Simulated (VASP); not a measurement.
# HfSiO4 (I4_1/amd) in VASP: further runs

Runs on HfSiO4. Level: PBE. Tasks: single point.

All numbers are computed with VASP 6.6.1; they aren't measurements. Logs are shortened: lines on timing, memory, paths and dates and some standing lists are left out, and cuts for length are marked.

## 1. The cell of the first run

The structure is tetragonal, space group I4_1/amd (No. 141). The conventional cell has a = 6.646 Å, b = 6.646 Å, c = 6.014 Å, α = 90.00°, β = 90.00°, γ = 90.00°. Within 2.8 Å of Hf (site symmetry -4m2) lie 8 O at 2.14 to 2.28 Å. Si (site symmetry -4m2) has 4 O at 1.64 Å within 2.2 Å. Within 2.3 Å of O (site symmetry m) lie 1 Si at 1.64 Å and 2 Hf at 2.14 to 2.28 Å.

## 2. Single point, PBE

The input, INCAR:

```
ALGO = Normal ; EDIFF = 1E-6
ENCUT = 520 ; GGA = PE
ISIF = 2 ; ISMEAR = 0
LASPH = True ; LCHARG = False
LREAL = False ; LWAVE = False
NBANDS = 50 ; NELM = 80
PREC = Accurate ; SIGMA = 0.02
```

The input, KPOINTS:

```
k-points
0
Gamma
  6 6 6
```

The input, POSCAR:

```
HfSiO4
1.0
   -3.3228000747      3.3228000747      3.0071038838
    3.3228000747     -3.3228000747      3.0071038838
    3.3228000747      3.3228000747     -3.0071038838
Hf Si O
2 2 8
Direct
    0.7500000000      0.2500000000      0.5000000000
    0.0000000000      0.0000000000      0.0000000000
    0.2500000000      0.7500000000      0.5000000000
    0.5000000000      0.5000000000      0.0000000000
    0.1347400148      0.3189254326      0.8158145823
    0.0689254326      0.7531108503      0.6841854177
    0.5031108503      0.3189254326      0.1841854177
    0.0689254326      0.3847400148      0.3158145823
    0.6152599852      0.9310745674      0.6841854177
    0.6810745674      0.8652599852      0.1841854177
    0.2468891497      0.9310745674      0.3158145823
    0.6810745674      0.4968891497      0.8158145823
```

Potentials or basis: VASP PAW PBE potentials, release 64 (Hf_pv, Si, O).

Launch:

```console
$ cat potpaw_PBE.64/Hf_pv/POTCAR potpaw_PBE.64/Si/POTCAR potpaw_PBE.64/O/POTCAR > POTCAR
$ mpirun -np 1 vasp_std > vasp.out
```

OUTCAR:

```text
EDIFF = 1E-6
   ENCUT = 520
   GGA = PE
   ISIF = 2
   ISMEAR = 0
   LASPH = True
   LREAL = False
   NELM = 80
   PREC = Accurate

 ion  position               nearest neighbor table
   1  0.750  0.250  0.500-   5 2.14  10 2.14   7 2.14  12 2.14   8 2.28   9 2.28   6 2.28  11 2.28
                             3 3.01   3 3.01   2 3.65   2 3.65   2 3.65   2 3.65
   2  0.000  0.000  0.000-   8 2.14   9 2.14   6 2.14  11 2.14  10 2.28   5 2.28   7 2.28  12 2.28
                             4 3.01   4 3.01   1 3.65   1 3.65   1 3.65   1 3.65
   3  0.250  0.750  0.500-   6 1.64  11 1.64   9 1.64   8 1.64   1 3.01   1 3.01
   4  0.500  0.500  0.000-   7 1.64  12 1.64  10 1.64   5 1.64   2 3.01   2 3.01
   5  0.135  0.319  0.816-   4 1.64   1 2.14   2 2.28
   6  0.069  0.753  0.684-   3 1.64   2 2.14   1 2.28
   7  0.503  0.319  0.184-   4 1.64   1 2.14   2 2.28
   8  0.069  0.385  0.316-   3 1.64   2 2.14   1 2.28
   9  0.615  0.931  0.684-   3 1.64   2 2.14   1 2.28
  10  0.681  0.865  0.184-   4 1.64   1 2.14   2 2.28
  11  0.247  0.931  0.316-   3 1.64   2 2.14   1 2.28
  12  0.681  0.497  0.816-   4 1.64   1 2.14   2 2.28

  LATTYP: Found a body centered tetragonal cell.
 ALAT       =     6.6456001494
 C/A-ratio  =     0.9049909162

  Lattice vectors:

 A1 = (  -3.3228000747,   3.3228000747,   3.0071038838)
 A2 = (   3.3228000747,  -3.3228000747,   3.0071038838)
 A3 = (   3.3228000747,   3.3228000747,  -3.0071038838)

Analysis of symmetry for initial positions (statically):
=====================================================================
 Subroutine PRICEL returns:
 Original cell was already a primitive cell.

 Routine SETGRP: Setting up the symmetry group for a
 body centered tetragonal supercell.

 Subroutine GETGRP returns: Found 16 space group operations
 (whereof  8 operations were pure point group operations)
 out of a pool of 16 trial point group operations.

The static configuration has the point symmetry D_2d.
 The point group associated with its full space group is D_4h.

Analysis of symmetry for dynamics (positions and initial velocities):
=====================================================================
 Subroutine PRICEL returns:
 Original cell was already a primitive cell.

 Routine SETGRP: Setting up the symmetry group for a
 body centered tetragonal supercell.

 Subroutine GETGRP returns: Found 16 space group operations
 (whereof  8 operations were pure point group operations)
 out of a pool of 16 trial point group operations.

The dynamic configuration has the point symmetry D_2d.
 The point group associated with its full space group is D_4h.

 Subroutine INISYM returns: Found 16 space group operations
 (whereof  8 operations are pure point group operations),
 and found     1 'primitive' translations

----------------------------------------------------------------------------------------

                                     Primitive cell

  volume of cell :     132.8057

  direct lattice vectors                    reciprocal lattice vectors
    -3.322800075  3.322800075  3.007103884     0.000000000  0.150475499  0.166272939
     3.322800075 -3.322800075  3.007103884     0.150475499  0.000000000  0.166272939
     3.322800075  3.322800075 -3.007103884     0.150475499  0.150475499  0.000000000

  length of vectors
     5.578949224  5.578949224  5.578949224     0.224253352  0.224253352  0.212804492

  position of ions in fractional coordinates (direct lattice)
     0.750000000  0.250000000  0.500000000
     0.000000000  0.000000000  0.000000000
     0.250000000  0.750000000  0.500000000
     0.500000000  0.500000000  0.000000000
     0.134740015  0.318925433  0.815814582
     0.068925433  0.753110850  0.684185418
     0.503110850  0.318925433  0.184185418
     0.068925433  0.384740015  0.315814582
     0.615259985  0.931074567  0.684185418
     0.681074567  0.865259985  0.184185418
     0.246889150  0.931074567  0.315814582
     0.681074567  0.496889150  0.815814582

  ion indices of the primitive-cell ions
   primitive index   ion index
                 1           1
                 2           2
                 3           3
                 4           4
                 5           5
                 6           6
                 7           7
                 8           8
                 9           9
                10          10
                11          11
                12          12

----------------------------------------------------------------------------------------

 KPOINTS: k-points

Automatic generation of k-mesh.
 Grid dimensions read from file:
 generate k-points for:    6    6    6

 Generating k-lattice:

  Cartesian coordinates                     Fractional coordinates (reciprocal lattice)
     0.000000000  0.025079250  0.027712156     0.166666667  0.000000000  0.000000000
     0.025079250  0.000000000  0.027712156     0.000000000  0.166666667  0.000000000
     0.025079250  0.025079250  0.000000000     0.000000000  0.000000000  0.166666667

  Length of vectors
     0.037375559  0.037375559  0.035467415

  Shift w.r.t. Gamma in fractional coordinates (k-lattice)
     0.000000000  0.000000000  0.000000000

 Subroutine IBZKPT returns following result:
 ===========================================

 Found     30 irreducible k-points:

 Following reciprocal coordinates:
            Coordinates               Weight
  0.000000  0.000000  0.000000      1.000000
  0.166667  0.000000 -0.000000      8.000000
  0.333333  0.000000 -0.000000      8.000000
  0.500000  0.000000  0.000000      4.000000
  0.166667  0.166667 -0.000000      8.000000
  0.333333  0.166667 -0.000000     16.000000
[... 16 lines left out ...]
 -0.333333 -0.333333  0.166667      8.000000
 -0.166667 -0.333333  0.166667      8.000000
 [... further k-points ...]
   k-points           NKPTS =     30   k-points in BZ     NKDIM =     30   number of bands    NBANDS=     50
   number of dos      NEDOS =    301   number of ions     NIONS =     12
   total plane-waves  NPLWV =  74088
   dimension x,y,z NGX =    42 NGY =   42 NGZ =   42
   dimension x,y,z NGXF=    84 NGYF=   84 NGZF=   84
   ions per type =               2   2   8
   NGX,Y,Z   is equivalent  to a cutoff of  12.52, 12.52, 12.52 a.u.
   NGXF,Y,Z  is equivalent  to a cutoff of  25.03, 25.03, 25.03 a.u.
 SYSTEM =  unknown system
   PREC   = accura    normal or accurate (medium, high low for compatibility)
   ISTART =      0    job   : 0-new  1-cont  2-samecut
   ICHARG =      2    charge: 1-file 2-atom 10-const
   ISPIN  =      1    spin polarized calculation?
   LNONCOLLINEAR =      F non collinear calculations
   LSORBIT =      F    spin-orbit coupling
   LASPH  =      T    aspherical Exc in radial PAW
   ENCUT  =  520.0 eV  38.22 Ry    6.18 a.u.  10.37 10.37 10.37*2*pi/ulx,y,z
   NELM   =     80;   NELMIN=  2; NELMDL= -5     # of ELM steps
   EDIFF  = 0.1E-05   stopping-criterion for ELM
   LREAL  =      F    real-space projection
   EDIFFG = 0.1E-04   stopping-criterion for IOM
   NSW    =      0    number of steps for IOM
   IBRION =     -1    ionic relax: 0-MD 1-quasi-New 2-CG
   NFREE  =      0    steps in history (QN), initial steepest desc. (CG)
   ISIF   =      2    stress and relaxation
   ISYM   =      2    0-nonsym 1-usesym 2-fastsym
   POTIM  = 0.5000    time-step for ionic-motion
   TEBEG  =    0.0;   TEEND  =   0.0 temperature during run
   PSTRESS=    0.0 pullay stress
   NELECT =      76.0000    total number of electrons
   NUPDOWN=      -1.0000    fix difference up-down
   EMIN   =  10.00;   EMAX   =-10.00  energy-range for DOS
   EFERMI =   0.00;   METHOD = LEGACY
   ISMEAR =     0;   SIGMA  =   0.02  broadening in eV -4-tet -1-fermi 0-gaus
   EFERMI_NEDOS =   21; number of points for ismear=-14 and -15
   IALGO  =     38    algorithm
   IMIX   =      4    mixing-type and parameters
     AMIX     =   0.40;   BMIX     =  1.00
     AMIX_MAG =   1.60;   BMIX_MAG =  1.00
  volume/ion in A,a.u.               =      11.07        74.68
  Fermi-wavevector in a.u.,A,eV,Ry     =   1.359170  2.568459 25.134625  1.847343
  Thomas-Fermi vector in A             =   2.485941
   LORBIT       =      0    0 simple, 1 ext, 2 COOP (PROOUT), +10 PAW based schemes
   GGA     = PE    functional components
   LHFCALC =     F    Hartree Fock is set to
   AEXX    =    0.0000 exact exchange contribution
   IVDW    =     0    specifies the selected vdW correction
   LEPSILON=     F    determine dielectric tensor
   LRPA    =     F    only Hartree local field effects (RPA)
 non-spin polarized calculation
 Gauss-broadening in eV      SIGMA  =   0.02
  energy-cutoff  :      520.00
  volume of cell :      132.81
 maximum number of plane-waves:      3595
 NGX is ok and might be reduce to    42
   NGX = 21   NGY = 21   NGZ = 21

 number of electron      76.0000017 magnetization

 Free energy of the ion-electron system (eV)
  ---------------------------------------------------
  ext. energy  EPLUGINS =         0.00000000
  ---------------------------------------------------
  free energy    TOTEN  =      -108.65805394 eV

  energy without entropy =     -108.65805394  energy(sigma->0) =     -108.65805394

 E-fermi :   3.1617     XC(G=0): -10.9389

 val. band max:        3.0549844404   @ k =   0.0000   0.0000   0.0000
 cond. band min:       8.3248501634   @ k =   0.3333   0.3333   0.1667
 fundamental gap:      5.2698657231
 Fermi energy:         3.1616681479

 k-point     1 :       0.0000    0.0000    0.0000
  band No.  band energies     occupation
      1     -26.4109      2.00000
      2     -26.4109      2.00000
      3     -26.3508      2.00000
      4     -26.3417      2.00000
      5     -26.2560      2.00000
      6     -26.2560      2.00000
[... 42 lines left out ...]
     49      12.0391      0.00000
     50      12.6421      0.00000

 k-point     2 :       0.1667    0.0000   -0.0000
  band No.  band energies     occupation
      1     -26.4122      2.00000
      2     -26.4102      2.00000
      3     -26.3498      2.00000
      4     -26.3416      2.00000
      5     -26.2599      2.00000
      6     -26.2548      2.00000
[... 42 lines left out ...]
     49      11.9337      0.00000
     50      12.5897      0.00000

 k-point     3 :       0.3333    0.0000   -0.0000
  band No.  band energies     occupation
      1     -26.4149      2.00000
      2     -26.4054      2.00000
      3     -26.3691      2.00000
      4     -26.3192      2.00000
      5     -26.2718      2.00000
      6     -26.2525      2.00000
[... 42 lines left out ...]
     49      11.7975      0.00000
     50      12.5885      0.00000

 k-point     4 :       0.5000    0.0000    0.0000
  band No.  band energies     occupation
      1     -26.4162      2.00000
      2     -26.3958      2.00000
      3     -26.3859      2.00000
      4     -26.2966      2.00000
      5     -26.2892      2.00000
      6     -26.2513      2.00000
[... 999 lines left out ...]
 k-point    23 :      -0.3333   -0.3333    0.1667
  band No.  band energies     occupation
      1     -26.4216      2.00000
      2     -26.4120      2.00000
      3     -26.3511      2.00000
      4     -26.3416      2.00000
      5     -26.2572      2.00000
      6     -26.2506      2.00000
[... 42 lines left out ...]
     49      12.1938      0.00000
     50      12.5437      0.00000

 k-point    24 :      -0.1667   -0.3333    0.1667
  band No.  band energies     occupation
      1     -26.4164      2.00000
      2     -26.4150      2.00000
      3     -26.3533      2.00000
      4     -26.3422      2.00000
      5     -26.2558      2.00000
      6     -26.2512      2.00000
[... 42 lines left out ...]
     49      11.6109      0.00000
     50      12.5788      0.00000

 [... further k-points ...]
[... 5 lines left out ...]
  --------------------------------------------------------------------------------------
  -------------------------------------------------------------------------------------
  Total       -1.4188274     -1.4188274     -1.1341614      0.0000000      0.0000000      0.0000000
  in kB      -17.1168291    -17.1168291    -13.6825994      0.0000000      0.0000000      0.0000000
  external PRESSURE =     -15.9720859 kB  Pullay stress =       0.0000000 kB

 VOLUME and BASIS-vectors are now :
 -----------------------------------------------------------------------------
  energy-cutoff  :      520.00
  volume of cell :      132.81
      direct lattice vectors                 reciprocal lattice vectors
    -3.322800075  3.322800075  3.007103884     0.000000000  0.150475499  0.166272939
     3.322800075 -3.322800075  3.007103884     0.150475499  0.000000000  0.166272939
     3.322800075  3.322800075 -3.007103884     0.150475499  0.150475499  0.000000000

 POSITION                                       TOTAL-FORCE (eV/Angst)
 -----------------------------------------------------------------------------------
      0.00000      3.32280      1.50355        -0.000000     -0.000000      0.000000
      0.00000      0.00000      0.00000        -0.000000     -0.000000     -0.000000
      3.32280      0.00000      1.50355        -0.000000     -0.000000     -0.000000
      0.00000      0.00000      3.00710        -0.000000     -0.000000      0.000000
      3.32280      2.09878     -1.08902        -0.000000     -0.129022     -0.134368
      4.54682     -0.00000      0.41453         0.129022     -0.000000     -0.134368
      0.00000      1.22402      1.91808        -0.000000      0.129022     -0.134368
      2.09878      0.00000      0.41453        -0.129022      0.000000     -0.134368
      3.32280      1.22402      2.59257        -0.000000      0.129022      0.134368
      1.22402     -0.00000      4.09612         0.129022     -0.000000      0.134368
      3.32280     -1.22402      2.59257        -0.000000     -0.129022      0.134368
      2.09878      3.32280      1.08902        -0.129022      0.000000      0.134368
 -----------------------------------------------------------------------------------
    total drift:                               -0.000000     -0.000000      0.000000

  FREE ENERGIE OF THE ION-ELECTRON SYSTEM (eV)
  ---------------------------------------------------
  free  energy   TOTEN  =      -108.6580539389 eV

  energy  without entropy=     -108.6580539389  energy(sigma->0) =     -108.65805394
```

Run time: 2.7 min. Hardware: 1 thread of Intel Xeon Platinum 8488C (Sapphire Rapids), shared host; peak memory 0.35 GiB.

What came out:

| Item | Value |
| --- | --- |
| Free energy | -108.6581 eV |
| Pressure | -1.6 GPa |
| Largest force | 0.186 eV/Å |
| Band gap on the k mesh | 5.27 eV (least direct gap 5.60 eV) |

Forces on the atoms (eV/Å):
```
Hf   0.000  0.000  0.000
Hf   0.000  0.000  0.000
Si   0.000  0.000  0.000
Si   0.000  0.000  0.000
O    0.000 -0.129 -0.134
O    0.129  0.000 -0.134
O    0.000  0.129 -0.134
O   -0.129  0.000 -0.134
O    0.000  0.129  0.134
O    0.129  0.000  0.134
O    0.000 -0.129  0.134
O   -0.129  0.000  0.134
```

Caveat: spin-orbit coupling is left out, which moves the levels of the heavy elements.

[end of part 1 of 2]
